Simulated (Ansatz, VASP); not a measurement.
## One calculation of CdF2, two programs

```xyz
3
Lattice="0.0000 2.7664 2.7664 2.7664 0.0000 2.7664 2.7664 2.7664 0.0000" Properties=species:S:1:pos:R:3 pbc="T T T"
Cd    0.0000    0.0000    0.0000
F     1.3832    1.3832    1.3832
F     4.1496    4.1496    4.1496
```

Alike in both runs: task single point; functional BLYP; k mesh 8 × 8 × 8; occupations gaussian, width 0.05 eV; no spin polarisation.

|  | VASP | Ansatz |
| --- | --- | --- |
| version | VASP 6.6.1 | Ansatz 0.2.0 |
| potentials or method | VASP PAW PBE potentials, release 64 (Cd, F), cutoff 520 eV | scalar-relativistic, plane waves, PAW |
| valence electrons in the cell | 26 | 34 |

VASP gave:

| Item | Value |
| --- | --- |
| gap on the k mesh at the Fermi level (eV) | 2.84 |
| least direct gap on the mesh (eV) | 3.41 |
| pressure (GPa) | 0.5 |

Q: Which values does Ansatz return?

A: gap on the k mesh at the Fermi level (eV): 2.84; least direct gap on the mesh (eV): 3.41; pressure (GPa): 0.0.

VASP's potentials were made for PBE, not for BLYP. With one functional, cell and mesh, what is left measures potentials, basis and numerics. VASP's potentials hold 26 valence electrons a cell and Ansatz's 34, so a difference there can come from the potentials and not from the codes.
